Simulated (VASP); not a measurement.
# TlCl (Pm-3m) in VASP: notebook, part 2 of 2

VASP 6.6.1. Earlier steps stand in the parts before.

## 4. Vibrations by perturbation theory, PBEsol

This run uses another cell than the first one, of 26.78 Å³/atom.

INCAR

```
SYSTEM = TlCl
PREC = Accurate
ENCUT = 500
EDIFF = 1E-8
ISMEAR = 0
SIGMA = 0.01
LREAL = .False.
LASPH = .True.
NELM = 120
ALGO = Normal
ISIF = 2
LWAVE = .False.
LCHARG = .True.
GGA = PS
IBRION = 8
NSW = 1
GGA_COMPAT = .False.
```

KPOINTS

```
Automatic mesh
0
Gamma
  6 6 6
  0 0 0
```

POSCAR

```
TlCl
1.0
    3.7692380597      0.0000000000      0.0000000000
    0.0000000000      3.7692380597      0.0000000000
    0.0000000000      0.0000000000      3.7692380597
Tl Cl
1 1
Direct
    0.0000000000      0.0000000000      0.0000000000
    0.5000000000      0.5000000000      0.5000000000
```

Potentials or basis: VASP PAW PBE potentials, release 64 (Tl_d, Cl).

Run with:

```
$ cat potpaw_PBE.64/Tl_d/POTCAR potpaw_PBE.64/Cl/POTCAR > POTCAR
$ mpirun -np 1 vasp_std > vasp.out
```

OUTCAR:

```text
SYSTEM = TlCl
   PREC = Accurate
   ENCUT = 500
   EDIFF = 1E-8
   ISMEAR = 0
   LREAL = .False.
   LASPH = .True.
   NELM = 120
   ISIF = 2
   GGA = PS
   IBRION = 8
   NSW = 1

 ion  position               nearest neighbor table
   1  0.000  0.000  0.000-   2 3.26   2 3.26   2 3.26   2 3.26   2 3.26   2 3.26   2 3.26   2 3.26

   2  0.500  0.500  0.500-   1 3.26   1 3.26   1 3.26   1 3.26   1 3.26   1 3.26   1 3.26   1 3.26

  LATTYP: Found a simple cubic cell.
 ALAT       =     3.7692380597

  Lattice vectors:

 A1 = (   3.7692380597,   0.0000000000,   0.0000000000)
 A2 = (   0.0000000000,   3.7692380597,   0.0000000000)
 A3 = (   0.0000000000,   0.0000000000,   3.7692380597)

Analysis of symmetry for initial positions (statically):
[... 564 lines left out ...]

  energy without entropy =       -0.19416298

------------------------ aborting loop because EDIFF is reached ----------------------------------------

 INTERNAL STRAIN TENSOR  FOR ION    2  DIRECTION 1   (eV/Angst):
 -----------------------------------------------------------------------------
    -0.01024  0.00000 -0.00000
    -0.00000  0.01117  0.00000
     0.00000  0.00000  0.01117

 INTERNAL STRAIN TENSOR FOR ION    2 for displacements in x,y,z  (eV/Angst):
          X           Y           Z          XY          YZ          ZX
  --------------------------------------------------------------------------------
  x     0.00000     0.00000     0.00000     0.00000     0.00000     0.00000
  y     0.00000     0.00000     0.00000     0.00000     0.00000     0.00000
  z     0.00000     0.00000     0.00000     0.00000     0.00000     0.00000

 SECOND DERIVATIVES (NOT SYMMETRIZED)
 ------------------------------------
               1X          1Y          1Z          2X          2Y          2Z
  1X    -0.300951   -0.000000   -0.000000    0.300951    0.000000    0.000000
  1Y    -0.000000   -0.300951   -0.000000    0.000000    0.300951    0.000000
  1Z    -0.000000   -0.000000   -0.300951    0.000000    0.000000    0.300951
  2X     0.292065    0.000000    0.000000   -0.292065   -0.000000   -0.000000
  2Y     0.000000    0.292065   -0.000000   -0.000000   -0.292065    0.000000
  2Z     0.000000    0.000000    0.292065   -0.000000   -0.000000   -0.292065

 Eigenvectors and eigenvalues of the dynamical matrix
 ----------------------------------------------------

   1 f  =    1.540566 THz     9.679659 2PiTHz   51.387737 cm-1     6.371265 meV
             X         Y         Z           dx          dy          dz
      0.000000  0.000000  0.000000    -0.000000   -0.000000   -0.389434
      1.884619  1.884619  1.884619     0.000000    0.000000    0.921054
[... 21 lines left out ...]
   6 f/i=    0.008280 THz     0.052023 2PiTHz    0.276183 cm-1     0.034242 meV
             X         Y         Z           dx          dy          dz
      0.000000  0.000000  0.000000    -0.165662    0.416414    0.804671
      1.884619  1.884619  1.884619    -0.070044    0.176066    0.340226

--------------------------------------------------------------------------------------------------------

 ELASTIC MODULI CONTR FROM IONIC RELAXATION (kBar)
 Direction    XX          YY          ZZ          XY          YZ          ZX
 --------------------------------------------------------------------------------
 XX           0.0000      0.0000      0.0000      0.0000      0.0000      0.0000
 YY           0.0000      0.0000      0.0000      0.0000      0.0000      0.0000
 ZZ           0.0000      0.0000      0.0000      0.0000      0.0000      0.0000
 XY           0.0000      0.0000      0.0000      0.0000      0.0000      0.0000
 YZ           0.0000      0.0000      0.0000      0.0000      0.0000      0.0000
 ZX           0.0000      0.0000      0.0000      0.0000      0.0000      0.0000
 --------------------------------------------------------------------------------
```

stdout:

```text
POSCAR found type information on POSCAR TlCl
 POSCAR found :  2 types and       2 ions
 scaLAPACK will be used
 -----------------------------------------------------------------------------
|                                                                             |
|                                                                             |
|     You enforced a specific xc type in the INCAR file but a different       |
|     I HOPE YOU KNOW WHAT YOU ARE DOING!                                     |
|                                                                             |
 -----------------------------------------------------------------------------

 LDA part: xc-table for (Slater+PW92), standard interpolation
 POSCAR, INCAR and KPOINTS ok, starting setup
 FFT: planning ... GRIDC
 FFT: planning ... GRID_SOFT
 FFT: planning ... GRID
 WAVECAR not read
 entering main loop
 Linear response reoptimize wavefunctions to high precision
 Linear response DOF=           2
 Linear response progress:
 first order change of Fermi-energy   0.35109E-03
 force on displaced ion       1 direction 1 :  -0.301   0.000  -0.000
 Linear response progress:
 first order change of Fermi-energy   0.85429E-03
 force on displaced ion       2 direction 1 :  -0.292   0.000  -0.000
 Linear response finished
```

It took 89 s on 1 thread of Intel Xeon 8259CL, shared host; peak memory 0.22 GiB.

Results:

```yaml
Highest_phonon_frequency_at_Γ_LO-TO_splitting_left_out: 51 cm⁻¹
```

Phonon frequencies in cm⁻¹ (negative: imaginary):
| q point | frequencies |
| --- | --- |
| (0.000, 0.000, 0.000) | 0 0 0 51 51 51 |

Caveat: the PAW data sets were made with another functional, which shifts forces and pressure a little; spin-orbit coupling is left out, which moves the levels of the heavy elements.

## 5. Vibrations by perturbation theory, PBEsol (27.31 Å³/atom)

This run uses another cell than the first one, of 27.31 Å³/atom.

INCAR

```
  PREC = Accurate
  ENCUT = 500
  EDIFF = 1E-8
  ISMEAR = 0
  SIGMA = 0.01
  LREAL = False
  LASPH = True
  NELM = 120
  ALGO = Normal
  ISIF = 2
  LWAVE = False
  LCHARG = False
  GGA = PS
  NBANDS = 17
  IBRION = 8
  NSW = 1
  GGA_COMPAT = False
```

KPOINTS

```
Automatic mesh
0
Gamma
  6 6 6
```

POSCAR

```
TlCl
1.0
    3.7942006286      0.0000000000      0.0000000000
    0.0000000000      3.7942006286      0.0000000000
    0.0000000000      0.0000000000      3.7942006286
Tl Cl
1 1
Direct
    0.0000000000      0.0000000000      0.0000000000
    0.5000000000      0.5000000000      0.5000000000
```

Potentials or basis: VASP PAW PBE potentials, release 64 (Tl_d, Cl).

Run with:

```
$ cat potpaw_PBE.64/Tl_d/POTCAR potpaw_PBE.64/Cl/POTCAR > POTCAR
$ mpirun -np 1 vasp_std > vasp.out
```

OUTCAR:

```text
PREC = Accurate
   ENCUT = 500
   EDIFF = 1E-8
   ISMEAR = 0
   LREAL = False
   LASPH = True
   NELM = 120
   ISIF = 2
   GGA = PS
   IBRION = 8
   NSW = 1

 ion  position               nearest neighbor table
   1  0.000  0.000  0.000-   2 3.29   2 3.29   2 3.29   2 3.29   2 3.29   2 3.29   2 3.29   2 3.29

   2  0.500  0.500  0.500-   1 3.29   1 3.29   1 3.29   1 3.29   1 3.29   1 3.29   1 3.29   1 3.29

  LATTYP: Found a simple cubic cell.
 ALAT       =     3.7942006286

  Lattice vectors:

 A1 = (   3.7942006286,   0.0000000000,   0.0000000000)
 A2 = (   0.0000000000,   3.7942006286,   0.0000000000)
 A3 = (   0.0000000000,   0.0000000000,   3.7942006286)

Analysis of symmetry for initial positions (statically):
=====================================================================
 Subroutine PRICEL returns:
 Original cell was already a primitive cell.

 Routine SETGRP: Setting up the symmetry group for a
 simple cubic supercell.

 Subroutine GETGRP returns: Found 48 space group operations
 (whereof 48 operations were pure point group operations)
 out of a pool of 48 trial point group operations.

The static configuration has the point symmetry O_h .

Analysis of symmetry for dynamics (positions and initial velocities):
=====================================================================
 Subroutine PRICEL returns:
 Original cell was already a primitive cell.

 Routine SETGRP: Setting up the symmetry group for a
 simple cubic supercell.

 Subroutine GETGRP returns: Found 48 space group operations
 (whereof 48 operations were pure point group operations)
 out of a pool of 48 trial point group operations.

The dynamic configuration has the point symmetry O_h .

 Subroutine INISYM returns: Found 48 space group operations
 (whereof 48 operations are pure point group operations),
 and found     1 'primitive' translations

----------------------------------------------------------------------------------------

                                     Primitive cell

  volume of cell :      54.6212

  direct lattice vectors                    reciprocal lattice vectors
     3.794200629  0.000000000  0.000000000     0.263560127  0.000000000  0.000000000
     0.000000000  3.794200629  0.000000000     0.000000000  0.263560127  0.000000000
     0.000000000  0.000000000  3.794200629     0.000000000  0.000000000  0.263560127

  length of vectors
     3.794200629  3.794200629  3.794200629     0.263560127  0.263560127  0.263560127

  position of ions in fractional coordinates (direct lattice)
     0.000000000  0.000000000  0.000000000
     0.500000000  0.500000000  0.500000000

  ion indices of the primitive-cell ions
   primitive index   ion index
                 1           1
                 2           2

[... 119 lines left out ...]
 val. band max:        2.9623337330   @ k =   0.5000   0.0000   0.0000
 cond. band min:       4.8173606707   @ k =   0.5000   0.0000   0.0000
 fundamental gap:      1.8550269376
 Fermi energy:         3.0748410909

 k-point     1 :       0.0000    0.0000    0.0000
  band No.  band energies     occupation
      1     -11.0081      2.00000
      2      -7.0131      2.00000
      3      -7.0131      2.00000
      4      -6.7412      2.00000
      5      -6.7412      2.00000
      6      -6.7412      2.00000
[... 379 lines left out ...]
      6      -6.6587      2.00000
[... 9 lines left out ...]
     16      15.7967      0.00000
     17      20.0630      0.00000

------------------------ aborting loop because EDIFF is reached ----------------------------------------

  FORCE on cell =-STRESS in cart. coord.  units (eV):
  Direction    XX          YY          ZZ          XY          YZ          ZX
  --------------------------------------------------------------------------------------
  -------------------------------------------------------------------------------------
  Total       -0.2138802     -0.2138802     -0.2138802     -0.0000000      0.0000000     -0.0000000
  in kB       -6.2736503     -6.2736503     -6.2736503     -0.0000000      0.0000000     -0.0000000
  external PRESSURE =      -6.2736503 kB  Pullay stress =       0.0000000 kB

 VOLUME and BASIS-vectors are now :
 -----------------------------------------------------------------------------
  energy-cutoff  :      500.00
  volume of cell :       54.62
      direct lattice vectors                 reciprocal lattice vectors
     3.794200629  0.000000000  0.000000000     0.263560127  0.000000000  0.000000000
     0.000000000  3.794200629  0.000000000     0.000000000  0.263560127  0.000000000
     0.000000000  0.000000000  3.794200629     0.000000000  0.000000000  0.263560127

 POSITION                                       TOTAL-FORCE (eV/Angst)
 -----------------------------------------------------------------------------------
      0.00000      0.00000      0.00000         0.000000      0.000000      0.000000
      1.89710      1.89710      1.89710         0.000000      0.000000      0.000000
 -----------------------------------------------------------------------------------
    total drift:                               -0.000000      0.000000      0.000000

  FREE ENERGIE OF THE ION-ELECTRON SYSTEM (eV)
  ---------------------------------------------------
  free  energy   TOTEN  =        -6.4669859847 eV

  energy  without entropy=       -6.4669859847  energy(sigma->0) =       -6.46698598

[... ionic steps 2 to 3 ...]

--------------------------------------- Ionic step        4  -------------------------------------------

------------------------ aborting loop because EDIFF is reached ----------------------------------------

[... ionic steps 5 to 6 ...]

--------------------------------------- Ionic step        7  -------------------------------------------

 Free energy of the ion-electron system (eV)
  ---------------------------------------------------
  ---------------------------------------------------
  free energy    TOTEN  =        -0.19436078 eV

  energy without entropy =       -0.19436078

------------------------ aborting loop because EDIFF is reached ----------------------------------------

 INTERNAL STRAIN TENSOR  FOR ION    2  DIRECTION 1   (eV/Angst):
 -----------------------------------------------------------------------------
    -0.00985  0.00000 -0.00000
     0.00000  0.01101  0.00000
    -0.00000  0.00000  0.01101

 INTERNAL STRAIN TENSOR FOR ION    2 for displacements in x,y,z  (eV/Angst):
          X           Y           Z          XY          YZ          ZX
  --------------------------------------------------------------------------------
  x     0.00000     0.00000     0.00000     0.00000     0.00000     0.00000
  y     0.00000     0.00000     0.00000     0.00000     0.00000     0.00000
  z     0.00000     0.00000     0.00000     0.00000     0.00000     0.00000

 SECOND DERIVATIVES (NOT SYMMETRIZED)
 ------------------------------------
               1X          1Y          1Z          2X          2Y          2Z
  1X    -0.176411    0.000000    0.000000    0.176411   -0.000000   -0.000000
  1Y     0.000000   -0.176411    0.000000   -0.000000    0.176411   -0.000000
  1Z     0.000000    0.000000   -0.176411   -0.000000   -0.000000    0.176411
  2X     0.197759    0.000000   -0.000000   -0.197759   -0.000000    0.000000
  2Y    -0.000000    0.197759    0.000000    0.000000   -0.197759   -0.000000
  2Z    -0.000000   -0.000000    0.197759    0.000000    0.000000   -0.197759

 Eigenvectors and eigenvalues of the dynamical matrix
 ----------------------------------------------------

   1 f  =    1.254923 THz     7.884915 2PiTHz   41.859734 cm-1     5.189943 meV
             X         Y         Z           dx          dy          dz
      0.000000  0.000000  0.000000     0.366445   -0.000000    0.000000
      1.897100  1.897100  1.897100    -0.930440    0.000000    0.000000
[... 21 lines left out ...]
   6 f/i=    0.024421 THz     0.153442 2PiTHz    0.814598 cm-1     0.100997 meV
             X         Y         Z           dx          dy          dz
      0.000000  0.000000  0.000000     0.930440    0.000000    0.000000
      1.897100  1.897100  1.897100     0.366445    0.000000    0.000000

--------------------------------------------------------------------------------------------------------

 ELASTIC MODULI CONTR FROM IONIC RELAXATION (kBar)
 Direction    XX          YY          ZZ          XY          YZ          ZX
 --------------------------------------------------------------------------------
 XX           0.0000      0.0000      0.0000      0.0000      0.0000      0.0000
 YY           0.0000      0.0000      0.0000      0.0000      0.0000      0.0000
 ZZ           0.0000      0.0000      0.0000      0.0000      0.0000      0.0000
 XY           0.0000      0.0000      0.0000      0.0000      0.0000      0.0000
 YZ           0.0000      0.0000      0.0000      0.0000      0.0000      0.0000
 ZX           0.0000      0.0000      0.0000      0.0000      0.0000      0.0000
 --------------------------------------------------------------------------------
```

OSZICAR:

```text
N       E                     dE             d eps       ncg     rms          rms(c)
DAV:   1     0.955649479752E+02    0.95565E+02   -0.98893E+03   720   0.102E+03
DAV:   2    -0.307283347989E+01   -0.98638E+02   -0.94553E+02   837   0.228E+02
DAV:   3    -0.675711192630E+01   -0.36843E+01   -0.36704E+01   800   0.383E+01
[... 45 lines left out ...]
RMM:  10    -0.194360777839E+00    0.80229E-07   -0.77754E-08  2523   0.168E-04    0.497E-06
RMM:  11    -0.194360773791E+00    0.40471E-08    0.29356E-07  2551   0.159E-04    0.241E-06
RMM:  12    -0.194360777487E+00   -0.36954E-08    0.20394E-07  2327   0.156E-04    0.268E-07
RMM:  13    -0.194360778469E+00   -0.98229E-09    0.21942E-07  1924   0.156E-04    0.147E-07
RMM:  14    -0.194360778308E+00    0.16158E-09    0.26824E-07  1834   0.156E-04    0.131E-07
RMM:  15    -0.194360778494E+00   -0.18607E-09    0.27447E-07  1800   0.156E-04    0.617E-08
 Linear response finished
```

stdout:

```text
POSCAR found type information on POSCAR TlCl
 POSCAR found :  2 types and       2 ions
 scaLAPACK will be used
 -----------------------------------------------------------------------------
|                                                                             |
|                                                                             |
|     You enforced a specific xc type in the INCAR file but a different       |
|     I HOPE YOU KNOW WHAT YOU ARE DOING!                                     |
|                                                                             |
 -----------------------------------------------------------------------------

 LDA part: xc-table for (Slater+PW92), standard interpolation
 POSCAR, INCAR and KPOINTS ok, starting setup
 FFT: planning ... GRIDC
 FFT: planning ... GRID_SOFT
 FFT: planning ... GRID
 WAVECAR not read
 entering main loop
 Linear response reoptimize wavefunctions to high precision
 Linear response DOF=           2
 Linear response progress:
 first order change of Fermi-energy   0.49723E-03
 force on displaced ion       1 direction 1 :  -0.176  -0.000   0.000
 Linear response progress:
 first order change of Fermi-energy   0.10512E-02
 force on displaced ion       2 direction 1 :  -0.198  -0.000  -0.000
 Linear response finished
```

Run time: 1.8 min. Hardware: 1 thread of Intel Xeon 8259CL, shared host; peak memory 0.24 GiB.

What came out:

```
Highest phonon frequency at Γ, LO-TO splitting left out : 42 cm⁻¹
```

Phonon frequencies in cm⁻¹ (negative: imaginary):
```tsv
q point	frequencies
(0.000, 0.000, 0.000)	-1 -1 -1 42 42 42
```

Caveat: the PAW data sets were made with another functional, which shifts forces and pressure a little; spin-orbit coupling is left out, which moves the levels of the heavy elements.
